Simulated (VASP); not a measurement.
Here is a VASP 6.6.1 calculation.

The input INCAR:

```
  PREC = Accurate
  ENCUT = 520
  EDIFF = 1E-7
  ISMEAR = -1
  SIGMA = 0.05
  LREAL = False
  LASPH = True
  NELM = 150
  ALGO = Normal
  ISIF = 2
  LWAVE = False
  LCHARG = False
  ISPIN = 2
  MAGMOM = 0.657
  LORBIT = 11
  LMAXMIX = 4
  GGA = B5
  ALDAX = 1.0
  AGGAX = 1.0
  AGGAC = 1.0
  ALDAC = 0.0
  NBANDS = 15
```

KPOINTS

```
regular mesh
0
Gamma
  25 25 25
```

Contents of POSCAR:

```
Ni
1.0
    0.0000000000      1.8122193337      1.8122193337
    1.8122193337      0.0000000000      1.8122193337
    1.8122193337      1.8122193337      0.0000000000
Ni
1
Direct
    0.0000000000      0.0000000000      0.0000000000
```

Potentials or basis: VASP PAW PBE potentials, release 64 (Ni).

Run with:

```console
$ cat potpaw_PBE.64/Ni/POTCAR > POTCAR
$ mpirun -np 1 vasp_std > vasp.out
```

(1) Predict the net moment.

(2) What does it give for the pressure?

(3) What does it give for the site moments?

Answers

(1) 0.62 μB per cell.

(2) -5.8 GPa.

(3) Ni +0.63 μB.

Caveat: the cell stands under tension; the PAW data sets were made with another functional, which shifts forces and pressure a little.
